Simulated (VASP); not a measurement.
Runs of VASP 6.6.1 on Ca. The structure is that of space group Pm-3m (No. 221), or close to it. The cells are those of the table. This isn't the form of Ca at room conditions, which is fcc.

```tsv
level	cell	k mesh	grid for exact exchange (PRECFOCK)	share of exact exchange	gap on the mesh (eV)	pressure (GPa)
r2SCAN	a = 3.642 Å, 1 atom	10 × 10 × 10	-	-	none	-1.1
r2SCAN	a = 3.410 Å, 1 atom	10 × 10 × 10	-	-	none	1.0
r2SCAN	a = 3.507 Å, 1 atom	9 × 9 × 9	-	-	none	0.0
r2SCAN	a = 3.360 Å, 1 atom	10 × 10 × 10	-	-	none	(a)
r2SCAN0	a = 3.507 Å, 1 atom	5 × 5 × 5	Normal	0.25	none	(b)
```

Alike in all rows: task single point; potentials or basis VASP PAW PBE potentials, release 64 (Ca_sv); no spin polarisation; cutoff (eV) 520; smearing fermi-dirac 0.1 eV.

Problem. Fill in the values left out.

Solution. (a) 1.7; (b) 0.4.

Caveats: the PAW data sets were made with another functional, which shifts forces and pressure a little.

A gap of «none» marks levels without a gap at the run's occupations.
